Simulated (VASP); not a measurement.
SrCl2, 3 atoms in the cell. Symmetry: Fm-3m, No. 225, cubic system. The conventional cell has a = 7.007 Å, b = 7.007 Å, c = 7.007 Å, α = 90.00°, β = 90.00°, γ = 90.00°. Within 4.0 Å of Sr (site symmetry m-3m) lie 8 Cl at 3.03 Å. Cl (site symmetry -43m) has 4 Sr at 3.03 Å and 6 Cl at 3.50 Å within 4.0 Å. 

| Item | Value |
| --- | --- |
| Program | VASP 6.6.1 |
| Task | single point |
| Functional | HSE06 |
| Potentials or basis | VASP PAW PBE potentials, release 64 (Sr_sv, Cl) |
| Cutoff | 520 eV |
| k mesh | 4 × 4 × 4 |
| Occupations | fermi-dirac, width 0.02 eV |
| Spin | no spin polarisation |
| Dipole correction | no |
| Grid for exact exchange (PRECFOCK) | Normal |
| Further INCAR settings | ALGO = Normal; EDIFF = 1e-06; NBANDS = 19 |
| Share of exact exchange | 0.25 |
| Screening parameter | 0.2079 1/Å |

Potentials or basis: VASP PAW PBE potentials, release 64 (Sr_sv, Cl).

Launch:

```bash
$ cat potpaw_PBE.64/Sr_sv/POTCAR potpaw_PBE.64/Cl/POTCAR > POTCAR
$ cp INCAR.step1 INCAR
$ mpirun -np 1 vasp_std > vasp.out
$ cp INCAR.step2 INCAR
$ mpirun -np 1 vasp_std > vasp.out
```

Hardware: 1 thread of Intel Xeon 8259CL (shared host).

Task: How long does it take, and how much memory?

Result: Run time: 31 min on 1 thread of Intel Xeon 8259CL (shared host), peak memory 0.35 GiB. Counts: k points 8.
